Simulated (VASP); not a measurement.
A run of VASP 6.6.1 is set up as follows.

File POSCAR:

```
Nb
1.0
    2.9711137539      0.0000000000      0.0000000000
   -1.4855568769      2.5730599884      0.0000000000
    0.0000000000      0.0000000000      5.4421684859
Nb
2
Direct
    0.3333333333      0.6666666667      0.2500000000
    0.6666666667      0.3333333333      0.7500000000
```

File INCAR.step1:

```
SYSTEM = Nb
PREC = Accurate
ENCUT = 520
ISMEAR = -1
SIGMA = 0.05
LREAL = .FALSE.
LASPH = .TRUE.
NELM = 150
ISPIN = 2
MAGMOM = 1 1
LMAXMIX = 4
NBANDS = 24
GGA = PE
ALGO = Normal
EDIFF = 1E-4
LWAVE = .TRUE.
LCHARG = .FALSE.
```

File INCAR.step2:

```
SYSTEM = Nb
PREC = Accurate
ENCUT = 520
EDIFF = 1E-6
ISMEAR = -1
SIGMA = 0.05
LREAL = .FALSE.
LASPH = .TRUE.
NELM = 150
ALGO = Normal
ISIF = 2
LWAVE = .FALSE.
LCHARG = .TRUE.
ISPIN = 2
MAGMOM = 1 1
LORBIT = 11
LMAXMIX = 4
METAGGA = R2SCAN
LMIXTAU = .TRUE.
LELF = .TRUE.
LVHAR = .TRUE.
NBANDS = 24
ISTART = 1
```

KPOINTS

```
Automatic mesh
0
G
  14 14 7
  0 0 0
```

Potentials or basis: VASP PAW PBE potentials, release 64 (Nb_sv).

The run is started by

```sh
$ cat potpaw_PBE.64/Nb_sv/POTCAR > POTCAR
$ cp INCAR.step1 INCAR
$ mpirun -np 1 vasp_std > vasp.out
$ cp INCAR.step2 INCAR
$ mpirun -np 1 vasp_std > vasp.out
```

**Question.** Predict the band gap on the k mesh.

**Answer.** Zero (filled and empty bands overlap).

**Question.** Predict the pressure.

**Answer.** -15.6 GPa.

Stress tensor (GPa, compression positive):
```
-16.04   0.00   0.00
  0.00 -16.04   0.00
  0.00   0.00 -14.57
```

Caveat: the cell stands under tension; the PAW data sets were made with another functional, which shifts forces and pressure a little.
